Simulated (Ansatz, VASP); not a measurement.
**One calculation of YB6, two programs**

```
Y B
1.0
     4.04072    0.00000    0.00000
     0.00000    4.04072    0.00000
     0.00000    0.00000    4.04072
Y B
1 6
Direct
  0.00000 0.00000 0.00000
  0.19901 0.50000 0.50000
  0.50000 0.19901 0.50000
  0.80099 0.50000 0.50000
  0.50000 0.80099 0.50000
  0.50000 0.50000 0.19901
  0.50000 0.50000 0.80099
```

Alike in both runs: task relaxation of cell and atoms; functional LDA; k mesh 10 × 10 × 10; occupations fermi-dirac, width 0.15 eV; no spin polarisation.

|  | VASP | Ansatz |
| --- | --- | --- |
| version | VASP 6.6.1 | Ansatz 0.2.0 |
| potentials or method | VASP PAW LDA potentials, release 64 (Y_sv, B), cutoff 600 eV | scalar-relativistic, plane waves, PAW |
| valence electrons in the cell | 29 | 29 |

```tsv
	VASP	Ansatz	Ansatz less VASP
gap on the k mesh at the Fermi level, each at its own relaxed structure (eV)	none	none	-
relaxed volume (Å³/atom)	9.44	9.43	-0.009
relaxed length of the cell vector where the two differ most in proportion (Å)	4.043	4.041	-0.0012
```

LDA's correlation is that of Perdew and Zunger in VASP and of Perdew and Wang (1992) in Ansatz. A gap of «none» marks a metal or a gap that the smearing closes.
